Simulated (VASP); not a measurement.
# Co (Pm-3m) in VASP: notebook, part 2 of 2

VASP 6.6.1. Earlier steps stand in the parts before.

### 5 Single point, LDA, collinear spin, ferromagnetic start (volume scaled by 1.12)

INCAR

```
  PREC = Accurate
  ENCUT = 520
  EDIFF = 1E-7
  ISMEAR = -1
  SIGMA = 0.05
  LREAL = F
  LASPH = T
  NELM = 150
  ALGO = Normal
  ISIF = 2
  LWAVE = F
  LCHARG = F
  ISPIN = 2
  MAGMOM = 1.546
  LORBIT = 11
  LMAXMIX = 4
  GGA = CA
  NBANDS = 14
```

KPOINTS

```
Automatic mesh
0
Gamma
  16 16 16
```

POSCAR

```
Co
1.0
    2.3418951886      0.0000000000      0.0000000000
    0.0000000000      2.3418951886      0.0000000000
    0.0000000000      0.0000000000      2.3418951886
Co
1
Direct
    0.0000000000      0.0000000000      0.0000000000
```

Potentials or basis: VASP PAW LDA potentials, release 64 (Co).

Command:

```sh
> cat potpaw_LDA.64/Co/POTCAR > POTCAR
> mpirun -np 1 vasp_std > vasp.out
```

OUTCAR:

```text
PREC = Accurate
   ENCUT = 520
   EDIFF = 1E-7
   ISMEAR = -1
   LREAL = F
   LASPH = T
   NELM = 150
   ISIF = 2
   ISPIN = 2
   LORBIT = 11
   GGA = CA

 ion  position               nearest neighbor table
   1  0.000  0.000  0.000-

  LATTYP: Found a simple cubic cell.
 ALAT       =     2.3418951886

  Lattice vectors:

 A1 = (   2.3418951886,   0.0000000000,   0.0000000000)
 A2 = (   0.0000000000,   2.3418951886,   0.0000000000)
 A3 = (   0.0000000000,   0.0000000000,   2.3418951886)

Analysis of symmetry for initial positions (statically):
=====================================================================
 Subroutine PRICEL returns:
 Original cell was already a primitive cell.

 Routine SETGRP: Setting up the symmetry group for a
 simple cubic supercell.

 Subroutine GETGRP returns: Found 48 space group operations
 (whereof 48 operations were pure point group operations)
 out of a pool of 48 trial point group operations.

The static configuration has the point symmetry O_h .

Analysis of symmetry for dynamics (positions and initial velocities):
=====================================================================
 Subroutine PRICEL returns:
 Original cell was already a primitive cell.

 Routine SETGRP: Setting up the symmetry group for a
 simple cubic supercell.

 Subroutine GETGRP returns: Found 48 space group operations
 (whereof 48 operations were pure point group operations)
 out of a pool of 48 trial point group operations.

The dynamic configuration has the point symmetry O_h .

Analysis of structural, dynamic, and magnetic symmetry:
=====================================================================
 Subroutine PRICEL returns:
 Original cell was already a primitive cell.

 Routine SETGRP: Setting up the symmetry group for a
 simple cubic supercell.

 Subroutine GETGRP returns: Found 48 space group operations
 (whereof 48 operations were pure point group operations)
 out of a pool of 48 trial point group operations.

The overall configuration has the point symmetry O_h .

 Subroutine INISYM returns: Found 48 space group operations
 (whereof 48 operations are pure point group operations),
 and found     1 'primitive' translations

----------------------------------------------------------------------------------------

                                     Primitive cell

  volume of cell :      12.8441

  direct lattice vectors                    reciprocal lattice vectors
     2.341895189  0.000000000  0.000000000     0.427004592  0.000000000  0.000000000
     0.000000000  2.341895189  0.000000000     0.000000000  0.427004592  0.000000000
     0.000000000  0.000000000  2.341895189     0.000000000  0.000000000  0.427004592

  length of vectors
     2.341895189  2.341895189  2.341895189     0.427004592  0.427004592  0.427004592

  position of ions in fractional coordinates (direct lattice)
     0.000000000  0.000000000  0.000000000

  ion indices of the primitive-cell ions
   primitive index   ion index
                 1           1

----------------------------------------------------------------------------------------

 KPOINTS: Automatic mesh

Automatic generation of k-mesh.
 Grid dimensions read from file:
 generate k-points for:   16   16   16

 Generating k-lattice:

  Cartesian coordinates                     Fractional coordinates (reciprocal lattice)
     0.026687787  0.000000000  0.000000000     0.062500000  0.000000000  0.000000000
     0.000000000  0.026687787  0.000000000     0.000000000  0.062500000  0.000000000
     0.000000000  0.000000000  0.026687787     0.000000000  0.000000000  0.062500000

  Length of vectors
[... 64 lines left out ...]
   TEBEG  =    0.0;   TEEND  =   0.0 temperature during run
   PSTRESS=    0.0 pullay stress
   NELECT =       9.0000    total number of electrons
   NUPDOWN=      -1.0000    fix difference up-down
   EMIN   =  10.00;   EMAX   =-10.00  energy-range for DOS
   EFERMI =   0.00;   METHOD = LEGACY
   ISMEAR =    -1;   SIGMA  =   0.05  broadening in eV -4-tet -1-fermi 0-gaus
   EFERMI_NEDOS =   21; number of points for ismear=-14 and -15
   IALGO  =     38    algorithm
   IMIX   =      4    mixing-type and parameters
     AMIX     =   0.40;   BMIX     =  1.00
     AMIX_MAG =   1.60;   BMIX_MAG =  1.00
  volume/ion in A,a.u.               =      12.84        86.68
  Fermi-wavevector in a.u.,A,eV,Ry     =   1.454080  2.747812 28.767448  2.114348
  Thomas-Fermi vector in A             =   2.571272
   LORBIT       =     11    0 simple, 1 ext, 2 COOP (PROOUT), +10 PAW based schemes
   GGA     = CA    functional components
   LHFCALC =     F    Hartree Fock is set to
   AEXX    =    0.0000 exact exchange contribution
   IVDW    =     0    specifies the selected vdW correction
   LEPSILON=     F    determine dielectric tensor
   LRPA    =     F    only Hartree local field effects (RPA)
 spin polarized calculation
  energy-cutoff  :      520.00
  volume of cell :       12.84
 maximum number of plane-waves:       360
 NGX is ok and might be reduce to    18
   NGX =  9   NGY =  9   NGZ =  9

 number of electron       9.0000001 magnetization       1.7143302

 Free energy of the ion-electron system (eV)
  ---------------------------------------------------
  ext. energy  EPLUGINS =         0.00000000
  ---------------------------------------------------
  free energy    TOTEN  =        -7.18401549 eV

  energy without entropy =       -7.16921755  energy(sigma->0) =       -7.17661652

 E-fermi :   7.8873     XC(G=0): -12.6744

 val. band max:        7.8818518081   @ k =   0.4375   0.2500   0.0000
 cond. band min:       7.8891030456   @ k =   0.3750   0.0625   0.0000
 fundamental gap:      0.0072512375
 Fermi energy:         7.8873307261

 spin component 1

 k-point     1 :       0.0000    0.0000    0.0000
  band No.  band energies     occupation
      1      -0.2016      1.00000
      2       3.7712      1.00000
      3       3.7712      1.00000
      4       7.1176      1.00000
      5       7.1176      1.00000
      6       7.1176      1.00000
      7      26.7657      0.00000
      8      26.7657      0.00000
      9      26.7657      0.00000
     10      30.6568      0.00000
     11      30.6568      0.00000
     12      35.0296      0.00000
     13      44.9928      0.00000
     14      47.8503      0.00000
[... 379 lines left out ...]
      3       4.9699      1.00000
      4       6.0325      1.00000
      5       7.0620      1.00000
      6       7.9446      0.24132
      7      11.5727      0.00000
      8      28.5977      0.00000
      9      30.2691      0.00000
     10      33.0367      0.00000
     11      34.7816      0.00000
     12      36.6044      0.00000
     13      38.9212      0.00000
     14      41.0714      0.00000

 [... further k-points ...]

 spin component 2

 k-point     1 :       0.0000    0.0000    0.0000
  band No.  band energies     occupation
      1       0.0626      1.00000
      2       4.9963      1.00000
      3       4.9963      1.00000
      4       8.9625      0.00000
      5       8.9625      0.00000
      6       8.9625      0.00000
      7      27.1304      0.00000
      8      27.1304      0.00000
      9      27.1304      0.00000
     10      31.1672      0.00000
     11      31.1672      0.00000
     12      35.2738      0.00000
     13      48.1797      0.00000
     14      48.5964      0.00000
[... 379 lines left out ...]
      3       6.0198      1.00000
      4       7.7502      0.93953
      5       8.7818      0.00000
      6       8.9000      0.00000
      7      12.6332      0.00000
      8      28.8996      0.00000
      9      30.8258      0.00000
     10      33.2065      0.00000
     11      35.3022      0.00000
     12      36.9961      0.00000
     13      39.4661      0.00000
     14      41.3533      0.00000

 [... further k-points ...]
[... 5 lines left out ...]
  --------------------------------------------------------------------------------------
  -------------------------------------------------------------------------------------
  Total       -1.3343227     -1.3343227     -1.3343227     -0.0000000     -0.0000000      0.0000000
  in kB     -166.4443639   -166.4443639   -166.4443639     -0.0000000     -0.0000000      0.0000000
  external PRESSURE =    -166.4443639 kB  Pullay stress =       0.0000000 kB

 VOLUME and BASIS-vectors are now :
 -----------------------------------------------------------------------------
  energy-cutoff  :      520.00
  volume of cell :       12.84
      direct lattice vectors                 reciprocal lattice vectors
     2.341895189  0.000000000  0.000000000     0.427004592  0.000000000  0.000000000
     0.000000000  2.341895189  0.000000000     0.000000000  0.427004592  0.000000000
     0.000000000  0.000000000  2.341895189     0.000000000  0.000000000  0.427004592

 POSITION                                       TOTAL-FORCE (eV/Angst)
 -----------------------------------------------------------------------------------
      0.00000      0.00000      0.00000         0.000000      0.000000      0.000000
 -----------------------------------------------------------------------------------
    total drift:                               -0.000000      0.000000      0.000000

  FREE ENERGIE OF THE ION-ELECTRON SYSTEM (eV)
  ---------------------------------------------------
  free  energy   TOTEN  =        -7.1840154919 eV

  energy  without entropy=       -7.1692175505  energy(sigma->0) =       -7.17661652

 total charge

# of ion       s       p       d       tot
------------------------------------------
    1        0.493   0.394   7.289   8.176

 magnetization (x)

# of ion       s       p       d       tot
------------------------------------------
    1        0.006   0.002   1.697   1.705
```

Run time: 45 s. Hardware: 1 thread of Intel Xeon Platinum 8259CL at 2.50GHz (Skylake/Cascade Lake), shared host; peak memory 0.15 GiB.

Results:

```
Free energy                                           : -7.1840 eV
Pressure                                              : -16.6 GPa
Net moment                                            : 1.71 μB per cell
Site moments                                          : Co +1.71 μB
Valence electrons inside the program's atomic spheres : Co 8.18
```

### 6 Summary

| cell | gap on the mesh (eV) | pressure (GPa) | moment (μB) |
| --- | --- | --- | --- |
| a = 2.255 Å, 1 atom | none | -1.1 | 1.50 |
| a = 2.285 Å, 1 atom | none | -7.7 | 1.56 |
| a = 2.314 Å, 1 atom | none | -12.9 | 1.63 |
| a = 2.342 Å, 1 atom | none | -16.6 | 1.71 |

Alike in all rows: task single point; level LDA; potentials or basis VASP PAW LDA potentials, release 64 (Co); spin collinear, ferromagnetic start; k mesh 16 × 16 × 16; cutoff (eV) 520; smearing fermi-dirac 0.05 eV.

Absolute energies hang on the potentials; compare differences alone.
